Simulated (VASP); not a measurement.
Set up this calculation in VASP 6.6.1, as the native input.

* Task: single point
* Functional: PBEsol
* Dispersion: D3(BJ)
* Potentials or basis: VASP PAW PBE potentials, release 64 (W_sv, S)
* Cutoff: 520 eV
* k mesh: 10 × 10 × 1
* Occupations: fermi-dirac, width 0.05 eV
* Spin: no spin polarisation
* Dipole correction: no
* Further INCAR settings: ALGO = Normal; EDIFF = 1e-06; NBANDS = 49

The structure of WS2 lies in POSCAR:

```
WS2
1.0
    3.1176285918      0.0000000000      0.0000000000
   -1.5588142959      2.6999455601      0.0000000000
    0.0000000000      0.0000000000     27.1179848292
W S
3 6
Direct
    0.6666666667      0.3333333333      0.4425440333
    0.6666666667      0.3333333333      0.8768729398
    0.0000000000      0.0000000000      0.6597610227
    0.6666666667      0.3333333333      0.6018370143
    0.0000000000      0.0000000000      0.3845322989
    0.0000000000      0.0000000000      0.8188927936
    0.6666666667      0.3333333333      0.7176865277
    0.0000000000      0.0000000000      0.5005257205
    0.0000000000      0.0000000000      0.9348816391
```

The input as run:

INCAR

```
SYSTEM = WS2
PREC = Accurate
ENCUT = 520
EDIFF = 1E-6
ISMEAR = -1
SIGMA = 0.05
LREAL = .False.
LASPH = .True.
NELM = 80
ALGO = Normal
ISIF = 2
LWAVE = .False.
LCHARG = .False.
GGA = PS
IVDW = 12
NBANDS = 49
```

KPOINTS

```
regular mesh
0
Gamma
  10 10 1
  0 0 0
```

Potentials or basis: VASP PAW PBE potentials, release 64 (W_sv, S).

Launch:

```console
$ cat potpaw_PBE.64/W_sv/POTCAR potpaw_PBE.64/S/POTCAR > POTCAR
$ mpirun -np 1 vasp_std > vasp.out
```

It gave:

The largest force is 0.033 eV/Å and the band gap on the k mesh is 1.02 eV (least direct gap 2.28 eV). The dispersion energy per atom is -0.359 eV.

Caveat: there is no dipole correction, which matters where the two faces differ; the PAW data sets were made with another functional, which shifts forces and pressure a little; spin-orbit coupling is left out, which moves the levels of the heavy elements.

It took 7.8 min on 1 thread of Intel Xeon 8259CL, on a shared host, peak memory 0.41 GiB.
